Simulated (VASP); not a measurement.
Write the native input for VASP 6.6.1 that does the following.

| Quantity | Value |
| --- | --- |
| Task | single point |
| Functional | PBE |
| Potentials or basis | VASP PAW PBE potentials, release 64 (Rb_sv, Br) |
| Cutoff | 520 eV |
| k mesh | 6 × 6 × 6 |
| Occupations | gaussian, width 0.01 eV |
| Spin | no spin polarisation |
| Dipole correction | no |
| Further INCAR settings | ALGO = Normal; EDIFF = 1e-07; NBANDS = 15 |

The structure of RbBr lies in POSCAR:

```
RbBr
1.0
    3.9098432969      0.0000000000      0.0000000000
    0.0000000000      3.9098432969      0.0000000000
    0.0000000000      0.0000000000      3.9098432969
Rb Br
1 1
Direct
    0.0000000000      0.0000000000      0.0000000000
    0.5000000000      0.5000000000      0.5000000000
```

The input as run:

INCAR

```
SYSTEM = RbBr
PREC     = Accurate       ! precision mode
ENCUT    = 520            ! plane-wave cutoff, eV
EDIFF    = 1E-7           ! SCF threshold, eV
ISMEAR   = 0              ! smearing method
SIGMA    = 0.01           ! smearing width, eV
LREAL    = .FALSE.        ! projectors in reciprocal space
LASPH    = .TRUE.         ! aspherical terms in the spheres
NELM     = 60             ! most SCF steps
ALGO     = Normal         ! electronic algorithm
ISIF     = 2              ! what is computed and relaxed
LWAVE    = .FALSE.        ! write WAVECAR
LCHARG   = .FALSE.        ! write CHGCAR
GGA      = PE             ! functional
NBANDS   = 15             ! bands
```

KPOINTS

```
Automatic mesh
0
G
  6 6 6
  0 0 0
```

Potentials or basis: VASP PAW PBE potentials, release 64 (Rb_sv, Br).

Launch:

```bash
$ cat potpaw_PBE.64/Rb_sv/POTCAR potpaw_PBE.64/Br/POTCAR > POTCAR
$ mpirun -np 1 vasp_std > vasp.out
```

It gave:

The pressure is 5.1 GPa and the band gap on the k mesh is 4.72 eV (least direct gap 4.87 eV).

Caveat: the cell stands under pressure.

Run time: 16 s on 1 thread of Intel(R) Xeon(R) Platinum 8259CL CPU @ 2.50GHz (Skylake/Cascade Lake) (shared host), peak memory 0.17 GiB.
